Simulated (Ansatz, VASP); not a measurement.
## One calculation of Rb, two programs

```
Rb
1.0
    -2.58152    2.58152    2.80600
     2.58152   -2.58152    2.80600
     2.58152    2.58152   -2.80600
Rb
1
Direct
  0.00000 0.00000 0.00000
```

Change from the starting cell: strain -0.080 along x and y, +0.000 along z, atoms carried along.

Alike in both runs: task single point; functional PBE; k mesh 12 × 12 × 12; occupations gaussian, width 0.15 eV; no spin polarisation.

```csv
,VASP,Ansatz
version,VASP 6.6.1,Ansatz 0.2.0
potentials or method,"VASP PAW PBE potentials, release 64 (Rb_sv), cutoff 520 eV","scalar-relativistic, plane waves, PAW"
valence electrons in the cell,9,9
```

```tsv
	VASP	Ansatz	Ansatz less VASP
gap on the k mesh at the Fermi level (eV)	none	none	-
pressure (GPa)	0.8	0.8	0.00
```

A gap of «none» marks a metal or a gap that the smearing closes. The functional is the same, so the differences come from potentials, cutoffs and numerics.
